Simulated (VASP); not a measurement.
# FeO (R-3m) in VASP: a series of runs

FeO is run at these levels: PBE; tasks: single point.

All numbers are computed with VASP 6.6.1; they aren't measurements. Logs are shortened: lines on timing, memory, paths and dates and some standing lists are left out, and cuts for length are marked.

## (1) The cell of the first run

Symmetry: R-3m, No. 166, trigonal system. The conventional cell has a = 3.035 Å, b = 3.035 Å, c = 7.547 Å, α = 90.00°, β = 90.00°, γ = 120.00°. Within 2.9 Å of Fe (site symmetry -3m) lie 6 O at 2.16 Å. Within 2.9 Å of O (site symmetry -3m) lie 6 Fe at 2.16 Å.

## (2) Single point, PBE, collinear spin, ferromagnetic start

INCAR reads:

```
SYSTEM = FeO
PREC = Accurate
ENCUT = 700
EDIFF = 1E-6
ISMEAR = -1
SIGMA = 0.05
LREAL = .FALSE.
LASPH = .TRUE.
NELM = 200
ALGO = Normal
ISIF = 2
LWAVE = .FALSE.
LCHARG = .FALSE.
ISPIN = 2
MAGMOM = 3 0
LORBIT = 11
NUPDOWN = 3.0
LMAXMIX = 4
GGA = PE
NBANDS = 22
GGA_COMPAT = .FALSE.
```

KPOINTS reads:

```
Automatic mesh
0
G
  9 9 9
  0 0 0
```

POSCAR reads:

```
FeO
1.0
    1.5176821100      0.8762341800      2.5157945800
   -1.5176821100      0.8762341800      2.5157945800
    0.0000000000     -1.7524683500      2.5157945800
Fe O
1 1
Direct
    0.0000000000      0.0000000000      0.0000000000
    0.5000000000      0.5000000000      0.5000000000
```

Potentials or basis: VASP PAW PBE potentials, release 64 (Fe_sv, O).

The run is started by

```console
> cat potpaw_PBE.64/Fe_sv/POTCAR potpaw_PBE.64/O/POTCAR > POTCAR
> mpirun -np 1 vasp_std > vasp.out
```

OUTCAR:

```text
SYSTEM = FeO
   PREC = Accurate
   ENCUT = 700
   EDIFF = 1E-6
   ISMEAR = -1
   LREAL = .FALSE.
   LASPH = .TRUE.
   NELM = 200
   ISIF = 2
   ISPIN = 2
   LORBIT = 11
   NUPDOWN = 3.0
   GGA = PE

 ion  position               nearest neighbor table
   1  0.000  0.000  0.000-   2 2.16   2 2.16   2 2.16   2 2.16   2 2.16   2 2.16
   2  0.500  0.500  0.500-   1 2.16   1 2.16   1 2.16   1 2.16   1 2.16   1 2.16

  LATTYP: Found a trigonal (rhomboedric) cell.
 ALAT       =     3.0660019070
 COS(alpha) =     0.5099427872

  Lattice vectors:

 A1 = (   1.5176821100,   0.8762341800,   2.5157945800)
 A2 = (  -1.5176821100,   0.8762341800,   2.5157945800)
 A3 = (   0.0000000000,  -1.7524683500,   2.5157945800)

Analysis of symmetry for initial positions (statically):
=====================================================================
 Subroutine PRICEL returns:
 Original cell was already a primitive cell.

 Routine SETGRP: Setting up the symmetry group for a
 trigonal (rhombohedral) supercell.

 Subroutine GETGRP returns: Found 12 space group operations
 (whereof 12 operations were pure point group operations)
 out of a pool of 12 trial point group operations.

The static configuration has the point symmetry D_3d.

Analysis of symmetry for dynamics (positions and initial velocities):
=====================================================================
 Subroutine PRICEL returns:
 Original cell was already a primitive cell.

 Routine SETGRP: Setting up the symmetry group for a
 trigonal (rhombohedral) supercell.

 Subroutine GETGRP returns: Found 12 space group operations
 (whereof 12 operations were pure point group operations)
 out of a pool of 12 trial point group operations.

The dynamic configuration has the point symmetry D_3d.

Analysis of structural, dynamic, and magnetic symmetry:
=====================================================================
 Subroutine PRICEL returns:
 Original cell was already a primitive cell.

 Routine SETGRP: Setting up the symmetry group for a
 trigonal (rhombohedral) supercell.

 Subroutine GETGRP returns: Found 12 space group operations
 (whereof 12 operations were pure point group operations)
 out of a pool of 12 trial point group operations.

The overall configuration has the point symmetry D_3d.

 Subroutine INISYM returns: Found 12 space group operations
 (whereof 12 operations are pure point group operations),
 and found     1 'primitive' translations

----------------------------------------------------------------------------------------

                                     Primitive cell

  volume of cell :      20.0737

  direct lattice vectors                    reciprocal lattice vectors
     1.517682110  0.876234180  2.515794580     0.329449755  0.190207905  0.132496244
    -1.517682110  0.876234180  2.515794580    -0.329449755  0.190207905  0.132496244
     0.000000000 -1.752468350  2.515794580     0.000000000 -0.380415809  0.132496245

  length of vectors
     3.066001907  3.066001907  3.066001906     0.402829298  0.402829298  0.402829297

  position of ions in fractional coordinates (direct lattice)
     0.000000000  0.000000000  0.000000000
     0.500000000  0.500000000  0.500000000

  ion indices of the primitive-cell ions
   primitive index   ion index
                 1           1
                 2           2

----------------------------------------------------------------------------------------

 KPOINTS: Automatic mesh

Automatic generation of k-mesh.
 Grid dimensions read from file:
 generate k-points for:    9    9    9

 Generating k-lattice:

  Cartesian coordinates                     Fractional coordinates (reciprocal lattice)
     0.036605528  0.021134212  0.014721805     0.111111111  0.000000000 -0.000000000
    -0.036605528  0.021134212  0.014721805     0.000000000  0.111111111 -0.000000000
     0.000000000 -0.042268423  0.014721805     0.000000000  0.000000000  0.111111111

  Length of vectors
     0.044758811  0.044758811  0.044758811

  Shift w.r.t. Gamma in fractional coordinates (k-lattice)
     0.000000000  0.000000000  0.000000000

 Subroutine IBZKPT returns following result:
 ===========================================

 Found     85 irreducible k-points:

 Following reciprocal coordinates:
            Coordinates               Weight
  0.000000  0.000000  0.000000      1.000000
  0.111111  0.000000  0.000000      6.000000
  0.222222 -0.000000  0.000000      6.000000
  0.333333  0.000000  0.000000      6.000000
  0.444444 -0.000000  0.000000      6.000000
  0.111111  0.111111  0.000000      6.000000
[... 16 lines left out ...]
 -0.333333  0.333333  0.000000      6.000000
  0.444444  0.444444  0.000000      6.000000
 [... further k-points ...]
   k-points           NKPTS =     85   k-points in BZ     NKDIM =     85   number of bands    NBANDS=     22
   number of dos      NEDOS =    301   number of ions     NIONS =      2
   total plane-waves  NPLWV =  21952
   dimension x,y,z NGX =    28 NGY =   28 NGZ =   28
   dimension x,y,z NGXF=    56 NGYF=   56 NGZF=   56
   ions per type =               1   1
   NGX,Y,Z   is equivalent  to a cutoff of  15.18, 15.18, 15.18 a.u.
   NGXF,Y,Z  is equivalent  to a cutoff of  30.36, 30.36, 30.36 a.u.
 SYSTEM =  FeO
   PREC   = accura    normal or accurate (medium, high low for compatibility)
   ISTART =      0    job   : 0-new  1-cont  2-samecut
   ICHARG =      2    charge: 1-file 2-atom 10-const
   ISPIN  =      2    spin polarized calculation?
   LNONCOLLINEAR =      F non collinear calculations
   LSORBIT =      F    spin-orbit coupling
   LASPH  =      T    aspherical Exc in radial PAW
   ENCUT  =  700.0 eV  51.45 Ry    7.17 a.u.   6.61  6.61  6.61*2*pi/ulx,y,z
   NELM   =    200;   NELMIN=  2; NELMDL= -5     # of ELM steps
   EDIFF  = 0.1E-05   stopping-criterion for ELM
   LREAL  =      F    real-space projection
   EDIFFG = 0.1E-04   stopping-criterion for IOM
   NSW    =      0    number of steps for IOM
   IBRION =     -1    ionic relax: 0-MD 1-quasi-New 2-CG
   NFREE  =      0    steps in history (QN), initial steepest desc. (CG)
   ISIF   =      2    stress and relaxation
   ISYM   =      2    0-nonsym 1-usesym 2-fastsym
   POTIM  = 0.5000    time-step for ionic-motion
   TEBEG  =    0.0;   TEEND  =   0.0 temperature during run
   PSTRESS=    0.0 pullay stress
   NELECT =      22.0000    total number of electrons
   NUPDOWN=       3.0000    fix difference up-down
   EMIN   =  10.00;   EMAX   =-10.00  energy-range for DOS
   EFERMI =   0.00;   METHOD = LEGACY
   ISMEAR =    -1;   SIGMA  =   0.05  broadening in eV -4-tet -1-fermi 0-gaus
   EFERMI_NEDOS =   21; number of points for ismear=-14 and -15
   IALGO  =     38    algorithm
   IMIX   =      4    mixing-type and parameters
     AMIX     =   0.40;   BMIX     =  1.00
     AMIX_MAG =   1.60;   BMIX_MAG =  1.00
  volume/ion in A,a.u.               =      10.04        67.73
  Fermi-wavevector in a.u.,A,eV,Ry     =   1.687874  3.189619 38.761872  2.848917
  Thomas-Fermi vector in A             =   2.770281
   LORBIT       =     11    0 simple, 1 ext, 2 COOP (PROOUT), +10 PAW based schemes
   GGA     = PE    functional components
   LHFCALC =     F    Hartree Fock is set to
   AEXX    =    0.0000 exact exchange contribution
   IVDW    =     0    specifies the selected vdW correction
   LEPSILON=     F    determine dielectric tensor
   LRPA    =     F    only Hartree local field effects (RPA)
 spin polarized calculation
  energy-cutoff  :      700.00
  volume of cell :       20.07
 maximum number of plane-waves:       875
   NGX = 13   NGY = 13   NGZ = 13

 number of electron      21.9999993 magnetization       2.9999998

 Free energy of the ion-electron system (eV)
  ---------------------------------------------------
  ext. energy  EPLUGINS =         0.00000000
  ---------------------------------------------------
  free energy    TOTEN  =       -14.70408249 eV

  energy without entropy =      -14.67953760  energy(sigma->0) =      -14.69181004

 E-fermi :   9.8386     XC(G=0): -12.5294

 val. band max:        9.8365355416   @ k =  -0.2222   0.1111   0.1111
 cond. band min:       8.9723756346   @ k =  -0.3333   0.3333   0.3333
 fundamental gap:     -0.8641599070
 Fermi energy:         8.9687605695

 spin component 1

 k-point     1 :       0.0000    0.0000    0.0000
  band No.  band energies     occupation
      1     -79.4883      1.00000
      2     -45.5413      1.00000
      3     -45.5228      1.00000
      4     -45.5228      1.00000
      5     -11.1571      1.00000
      6       5.6480      1.00000
[... 14 lines left out ...]
     21      30.5794      0.00000
     22      33.4654      0.00000
[... 552 lines left out ...]
  band No.  band energies     occupation
      1     -79.4813      1.00000
      2     -45.5780      1.00000
      3     -45.5529      1.00000
      4     -45.5419      1.00000
      5     -10.0709      1.00000
      6       2.2156      1.00000
[... 14 lines left out ...]
     21      39.4297      0.00000
     22      39.4449      0.00000

 [... further k-points ...]

 spin component 2

 k-point     1 :       0.0000    0.0000    0.0000
  band No.  band energies     occupation
      1     -76.2084      1.00000
      2     -42.3267      1.00000
      3     -42.3183      1.00000
      4     -42.3183      1.00000
      5     -10.9822      1.00000
      6       5.8036      1.00000
[... 14 lines left out ...]
     21      31.8308      0.00000
     22      34.3799      0.00000
[... 552 lines left out ...]
  band No.  band energies     occupation
      1     -76.2003      1.00000
      2     -42.3776      1.00000
      3     -42.3470      1.00000
      4     -42.3409      1.00000
      5      -9.8829      1.00000
      6       2.4558      1.00000
[... 14 lines left out ...]
     21      39.5039      0.00000
     22      39.5156      0.00000

 [... further k-points ...]

------------------------ aborting loop because EDIFF is reached ----------------------------------------

  FORCE on cell =-STRESS in cart. coord.  units (eV):
  Direction    XX          YY          ZZ          XY          YZ          ZX
  --------------------------------------------------------------------------------------
  -------------------------------------------------------------------------------------
  Total       -1.5703899     -1.5703899     -1.5358037      0.0000000     -0.0000000      0.0000000
  in kB     -125.3402760   -125.3402765   -122.5797900      0.0000000     -0.0000002      0.0000000
  external PRESSURE =    -124.4201142 kB  Pullay stress =       0.0000000 kB

 VOLUME and BASIS-vectors are now :
 -----------------------------------------------------------------------------
  energy-cutoff  :      700.00
  volume of cell :       20.07
      direct lattice vectors                 reciprocal lattice vectors
     1.517682110  0.876234180  2.515794580     0.329449755  0.190207905  0.132496244
    -1.517682110  0.876234180  2.515794580    -0.329449755  0.190207905  0.132496244
     0.000000000 -1.752468350  2.515794580     0.000000000 -0.380415809  0.132496245

 POSITION                                       TOTAL-FORCE (eV/Angst)
 -----------------------------------------------------------------------------------
      0.00000      0.00000      0.00000        -0.000000      0.000000      0.000000
      0.00000      0.00000      3.77369         0.000000     -0.000000     -0.000000
 -----------------------------------------------------------------------------------
    total drift:                                0.000000      0.000000      0.000000

  FREE ENERGIE OF THE ION-ELECTRON SYSTEM (eV)
  ---------------------------------------------------
  free  energy   TOTEN  =       -14.7040824862 eV

  energy  without entropy=      -14.6795375996  energy(sigma->0) =      -14.69181004

 total charge

# of ion       s       p       d       tot
------------------------------------------
    1        2.098   5.993   5.571  13.662
    2        1.558   3.396   0.000   4.954
--------------------------------------------------
tot          3.655   9.389   5.571  18.615

 magnetization (x)

# of ion       s       p       d       tot
------------------------------------------
    1        0.014   0.008   2.730   2.753
    2        0.024   0.052   0.000   0.076
--------------------------------------------------
tot          0.038   0.060   2.730   2.828
```

Run time: 67 s. Hardware: 1 thread of Intel Xeon 6975P-C (Granite Rapids), shared host; peak memory 0.23 GiB.

Results:

```yaml
Free_energy: -14.7041 eV
Pressure: -12.4 GPa
Net_moment: 3.00 μB per cell
Site_moments: Fe +2.75; O +0.08 μB
Valence_electrons_inside_the_program's_atomic_spheres: Fe 13.66; O 4.95
```

Stress tensor (GPa, compression positive):
```
-12.53   0.00   0.00
  0.00 -12.53   0.00
  0.00   0.00 -12.26
```

Caveat: the cell stands under tension; the total moment is fixed, so each spin has its own Fermi level and the state may be an excited one; a cell with one magnetic atom can't hold antiferromagnetic order, which such compounds often take.

## (3) Single point, PBE, collinear spin, ferromagnetic start

INCAR reads:

```
PREC = Accurate
ENCUT = 700
EDIFF = 1E-6
ISMEAR = -1
SIGMA = 0.05
LREAL = False
LASPH = True
NELM = 200
ALGO = Normal
ISIF = 2
LWAVE = False
LCHARG = False
ISPIN = 2
MAGMOM = 0.8 0
LORBIT = 11
NUPDOWN = 0.8
LMAXMIX = 4
GGA = PE
NBANDS = 22
GGA_COMPAT = False
```

KPOINTS reads:

```
regular mesh
0
Gamma
  9 9 9
```

POSCAR is that of step 2.

Potentials or basis: VASP PAW PBE potentials, release 64 (Fe_sv, O).

The run is started by

```console
> cat potpaw_PBE.64/Fe_sv/POTCAR potpaw_PBE.64/O/POTCAR > POTCAR
> mpirun -np 1 vasp_std > vasp.out
```

Run time: 4.1 min. Hardware: 1 thread of Intel Xeon 6975P-C (Granite Rapids), shared host; peak memory 0.23 GiB.

It converged, with:

* Free energy: -13.7638 eV
* Pressure: -23.9 GPa
* Net moment: 0.80 μB per cell
* Site moments: Fe +0.75; O +0.02 μB
* Valence electrons inside the program's atomic spheres: Fe 13.70; O 4.92

Stress tensor (GPa, compression positive):
```
-24.06   0.00   0.00
  0.00 -24.06   0.00
  0.00   0.00 -23.70
```

Caveat: the cell stands under tension; the total moment is fixed, so each spin has its own Fermi level and the state may be an excited one; a cell with one magnetic atom can't hold antiferromagnetic order, which such compounds often take.
